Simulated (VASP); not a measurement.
Set up this calculation in VASP 6.6.1, as the native input.

| Quantity | Value |
| --- | --- |
| Task | single point |
| Functional | r2SCAN |
| Potentials or basis | VASP PAW PBE potentials, release 64 (F, I, Na_pv) |
| Cutoff | 520 eV |
| k mesh | 6 × 6 × 6 |
| Occupations | fermi-dirac, width 0.02 eV |
| Spin | no spin polarisation |
| Dipole correction | no |
| Further INCAR settings | ALGO = Normal; EDIFF = 1e-07; NBANDS = 22 |

Na2IF:

```
F I Na
1.0
     1.99850    1.15383    6.41279
    -1.99850    1.15383    6.41279
     0.00000   -2.30767    6.41279
F I Na
1 1 2
Direct
  0.00000 0.00000 0.00000
  0.50000 0.50000 0.50000
  0.27280 0.27280 0.27280
  0.72720 0.72720 0.72720
```

The input as run:

POSCAR

```
Na2IF
1.0
    1.9984997349      1.1538343599      6.4127891683
   -1.9984997349      1.1538343599      6.4127891683
    0.0000000000     -2.3076687199      6.4127891682
F I Na
1 1 2
Direct
    1.0000000000      0.0000000000      0.0000000000
    0.5000000000      0.5000000000      0.5000000000
    0.2727987733      0.2727987733      0.2727987733
    0.7272012267      0.7272012267      0.7272012267
```

INCAR.step1

```
SYSTEM = Na2IF
PREC = Accurate ; ENCUT = 520
ISMEAR = -1 ; SIGMA = 0.02
LREAL = .False. ; LASPH = .True.
NELM = 100 ; NBANDS = 22
GGA = PE ; ALGO = Normal
EDIFF = 1E-4 ; LWAVE = .True.
LCHARG = .False.
```

INCAR.step2

```
SYSTEM = Na2IF
PREC = Accurate ; ENCUT = 520
EDIFF = 1E-7 ; ISMEAR = -1
SIGMA = 0.02 ; LREAL = .False.
LASPH = .True. ; NELM = 100
ALGO = Normal ; ISIF = 2
LWAVE = .False. ; LCHARG = .False.
METAGGA = R2SCAN ; LMIXTAU = .True.
NBANDS = 22 ; ISTART = 1
```

KPOINTS

```
Automatic mesh
0
Gamma
  6 6 6
  0 0 0
```

Potentials or basis: VASP PAW PBE potentials, release 64 (F, I, Na_pv).

Run with:

```bash
$ cat potpaw_PBE.64/F/POTCAR potpaw_PBE.64/I/POTCAR potpaw_PBE.64/Na_pv/POTCAR > POTCAR
$ cp INCAR.step1 INCAR
$ mpirun -np 1 vasp_std > vasp.out
$ cp INCAR.step2 INCAR
$ mpirun -np 1 vasp_std > vasp.out
```

Results of the run:

| Property | Result |
| --- | --- |
| Pressure | -0.2 GPa |
| Band gap on the k mesh | 2.52 eV |

Caveat: the PAW data sets were made with another functional, which shifts forces and pressure a little; spin-orbit coupling is left out, which moves the levels of the heavy elements.

It took 36 min on 1 thread of Intel(R) Xeon(R) Platinum 8259CL CPU @ 2.50GHz (Skylake/Cascade Lake), on a shared host, peak memory 0.46 GiB.
